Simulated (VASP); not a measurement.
# C (Fd-3m) in VASP: notebook

The runs below take C through single point, relaxation of cell and atoms, with LDA.

All numbers are computed with VASP 6.6.1; they aren't measurements. Logs are shortened: lines on timing, memory, paths and dates and some standing lists are left out, and cuts for length are marked.

## Step 1: The cell of the first run

It takes space group Fd-3m (No. 227, cubic). The conventional cell has a = 3.532 Å, b = 3.532 Å, c = 3.532 Å, α = 90.00°, β = 90.00°, γ = 90.00°. C (site symmetry -43m) has 4 C at 1.53 Å within 2.0 Å.

## Step 2: Single point, LDA

File INCAR:

```
PREC = Accurate
ENCUT = 520
EDIFF = 1E-6
ISMEAR = -1
SIGMA = 0.1
LREAL = F
LASPH = T
NELM = 60
ALGO = Normal
ISIF = 2
LWAVE = F
LCHARG = F
GGA = CA
NBANDS = 11
```

File KPOINTS:

```
regular mesh
0
Gamma
  22 22 22
```

File POSCAR:

```
C
1.0
    0.0000000000      1.7658696213      1.7658696213
    1.7658696213      0.0000000000      1.7658696213
    1.7658696213      1.7658696213      0.0000000000
C
2
Direct
    0.5000000000      0.5000000000      0.5000000000
    0.7500000000      0.7500000000      0.7500000000
```

Potentials or basis: VASP PAW LDA potentials, release 64 (C).

Command:

```
$ cat potpaw_LDA.64/C/POTCAR > POTCAR
$ mpirun -np 1 vasp_std > vasp.out
```

OUTCAR:

```text
PREC = Accurate
   ENCUT = 520
   EDIFF = 1E-6
   ISMEAR = -1
   LREAL = F
   LASPH = T
   NELM = 60
   ISIF = 2
   GGA = CA

 ion  position               nearest neighbor table
   1  0.500  0.500  0.500-   2 1.53   2 1.53   2 1.53   2 1.53
   2  0.750  0.750  0.750-   1 1.53   1 1.53   1 1.53   1 1.53

  LATTYP: Found a face centered cubic cell.
 ALAT       =     3.5317392426

  Lattice vectors:

 A1 = (   0.0000000000,   1.7658696213,   1.7658696213)
 A2 = (   1.7658696213,   0.0000000000,   1.7658696213)
 A3 = (   1.7658696213,   1.7658696213,   0.0000000000)

Analysis of symmetry for initial positions (statically):
=====================================================================
 Subroutine PRICEL returns:
 Original cell was already a primitive cell.

 Routine SETGRP: Setting up the symmetry group for a
 face centered cubic supercell.

 Subroutine GETGRP returns: Found 48 space group operations
 (whereof 24 operations were pure point group operations)
 out of a pool of 48 trial point group operations.

The static configuration has the point symmetry T_d .
 The point group associated with its full space group is O_h .

Analysis of symmetry for dynamics (positions and initial velocities):
=====================================================================
 Subroutine PRICEL returns:
 Original cell was already a primitive cell.

 Routine SETGRP: Setting up the symmetry group for a
 face centered cubic supercell.

 Subroutine GETGRP returns: Found 48 space group operations
 (whereof 24 operations were pure point group operations)
 out of a pool of 48 trial point group operations.

The dynamic configuration has the point symmetry T_d .
 The point group associated with its full space group is O_h .

 Subroutine INISYM returns: Found 48 space group operations
 (whereof 24 operations are pure point group operations),
 and found     1 'primitive' translations

----------------------------------------------------------------------------------------

                                     Primitive cell

  volume of cell :      11.0130

  direct lattice vectors                    reciprocal lattice vectors
     0.000000000  1.765869621  1.765869621    -0.283146612  0.283146612  0.283146612
     1.765869621  0.000000000  1.765869621     0.283146612 -0.283146612  0.283146612
     1.765869621  1.765869621  0.000000000     0.283146612  0.283146612 -0.283146612

[... 83 lines left out ...]
   EDIFF  = 0.1E-05   stopping-criterion for ELM
   LREAL  =      F    real-space projection
   EDIFFG = 0.1E-04   stopping-criterion for IOM
   NSW    =      0    number of steps for IOM
   IBRION =     -1    ionic relax: 0-MD 1-quasi-New 2-CG
   NFREE  =      0    steps in history (QN), initial steepest desc. (CG)
   ISIF   =      2    stress and relaxation
   ISYM   =      2    0-nonsym 1-usesym 2-fastsym
   POTIM  = 0.5000    time-step for ionic-motion
   TEBEG  =    0.0;   TEEND  =   0.0 temperature during run
   PSTRESS=    0.0 pullay stress
   NELECT =       8.0000    total number of electrons
   NUPDOWN=      -1.0000    fix difference up-down
   EMIN   =  10.00;   EMAX   =-10.00  energy-range for DOS
   EFERMI =   0.00;   METHOD = LEGACY
   ISMEAR =    -1;   SIGMA  =   0.10  broadening in eV -4-tet -1-fermi 0-gaus
   EFERMI_NEDOS =   21; number of points for ismear=-14 and -15
   IALGO  =     38    algorithm
   IMIX   =      4    mixing-type and parameters
     AMIX     =   0.40;   BMIX     =  1.00
     AMIX_MAG =   1.60;   BMIX_MAG =  1.00
  volume/ion in A,a.u.               =       5.51        37.16
  Fermi-wavevector in a.u.,A,eV,Ry     =   1.471644  2.781005 29.466641  2.165737
  Thomas-Fermi vector in A             =   2.586755
   LORBIT       =      0    0 simple, 1 ext, 2 COOP (PROOUT), +10 PAW based schemes
   GGA     = CA    functional components
   LHFCALC =     F    Hartree Fock is set to
   AEXX    =    0.0000 exact exchange contribution
   IVDW    =     0    specifies the selected vdW correction
   LEPSILON=     F    determine dielectric tensor
   LRPA    =     F    only Hartree local field effects (RPA)
 non-spin polarized calculation
  energy-cutoff  :      520.00
  volume of cell :       11.01
 maximum number of plane-waves:       307
   NGX =  9   NGY =  9   NGZ =  9

 number of electron       7.9999998 magnetization

 Free energy of the ion-electron system (eV)
  ---------------------------------------------------
  ext. energy  EPLUGINS =         0.00000000
  ---------------------------------------------------
  free energy    TOTEN  =       -20.24522110 eV

  energy without entropy =      -20.24522110  energy(sigma->0) =      -20.24522110

 E-fermi :  12.0939     XC(G=0): -13.6433

 val. band max:       10.1614609223   @ k =   0.0000   0.0000   0.0000
 cond. band min:      14.3296549561   @ k =   0.3636   0.3636   0.0000
 fundamental gap:      4.1681940338
 Fermi energy:        12.0938877119

 k-point     1 :       0.0000    0.0000    0.0000
  band No.  band energies     occupation
      1     -11.5555      2.00000
      2      10.1615      2.00000
      3      10.1615      2.00000
      4      10.1615      2.00000
      5      15.7874      0.00000
      6      15.7874      0.00000
      7      15.7874      0.00000
      8      24.4000      0.00000
      9      29.5575      0.00000
     10      37.1244      0.00000
     11      37.1244      0.00000
[... 309 lines left out ...]
 k-point    24 :      -0.4545    0.0455    0.0000
  band No.  band energies     occupation
      1      -5.7653      2.00000
      2      -3.1670      2.00000
      3       7.0271      2.00000
      4       7.2776      2.00000
      5      18.6573      0.00000
      6      18.7815      0.00000
      7      19.7369      0.00000
      8      25.8516      0.00000
      9      31.8527      0.00000
     10      34.7392      0.00000
     11      35.7350      0.00000

 [... further k-points ...]
[... 5 lines left out ...]
  --------------------------------------------------------------------------------------
  -------------------------------------------------------------------------------------
  Total        0.1113891      0.1113891      0.1113891     -0.0000000     -0.0000000      0.0000000
  in kB       16.2049414     16.2049414     16.2049414     -0.0000000     -0.0000000      0.0000000
  external PRESSURE =      16.2049414 kB  Pullay stress =       0.0000000 kB

 VOLUME and BASIS-vectors are now :
 -----------------------------------------------------------------------------
  energy-cutoff  :      520.00
  volume of cell :       11.01
      direct lattice vectors                 reciprocal lattice vectors
     0.000000000  1.765869621  1.765869621    -0.283146612  0.283146612  0.283146612
     1.765869621  0.000000000  1.765869621     0.283146612 -0.283146612  0.283146612
     1.765869621  1.765869621  0.000000000     0.283146612  0.283146612 -0.283146612

 POSITION                                       TOTAL-FORCE (eV/Angst)
 -----------------------------------------------------------------------------------
      1.76587      1.76587      1.76587        -0.000000     -0.000000     -0.000000
      2.64880      2.64880      2.64880         0.000000      0.000000      0.000000
 -----------------------------------------------------------------------------------
    total drift:                                0.000000     -0.000000      0.000000

  FREE ENERGIE OF THE ION-ELECTRON SYSTEM (eV)
  ---------------------------------------------------
  free  energy   TOTEN  =       -20.2452211023 eV

  energy  without entropy=      -20.2452211023  energy(sigma->0) =      -20.24522110
```

Wall time 24 s (1 thread of Intel Xeon Platinum 8259CL at 2.50GHz (Skylake/Cascade Lake), shared host); peak memory 0.14 GiB.

Results:

```
Free energy            : -20.2452 eV
Pressure               : 1.6 GPa
Band gap on the k mesh : 4.17 eV, indirect (least direct gap 5.63 eV)
```

A k mesh can miss the band edges.

[end of part 1 of 2]
